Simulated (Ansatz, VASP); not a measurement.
One calculation of PbS, two programs

```xyz
4
Lattice="2.9547 -2.9689 0.2886 2.9547 2.9689 0.2886 -0.5836 0.0000 5.9262" Properties=species:S:1:pos:R:3 pbc="T T T"
Pb    3.9942    0.0000    4.8775
Pb    1.3315    0.0000    1.6258
S     1.0401    0.0000    4.5891
S     4.2857    0.0000    1.9142
```

Alike in both runs: task single point; functional r2SCAN; k mesh 4 × 4 × 4; no spin polarisation.

|  | VASP | Ansatz |
| --- | --- | --- |
| version | VASP 6.6.1 | Ansatz 0.2.0 |
| potentials or method | VASP PAW PBE potentials, release 64 (Pb_d, S) | plane waves, PAW |
| plane-wave cutoff (eV) | 520 | 500 |
| occupations | gaussian, width 0.01 eV | fixed |
| valence electrons in the cell | 40 | 40 |

```tsv
	VASP	Ansatz	Ansatz less VASP
gap on the k mesh at the Fermi level (eV)	0.64	0.63	-0.010
pressure (GPa)	1.0	1.1	+0.02
traceless stress, the component that is largest in VASP (GPa)	-0.31	-0.30	+0.001
```

VASP's potentials were made for PBE, not for r2SCAN.

Spin-orbit coupling is off throughout.
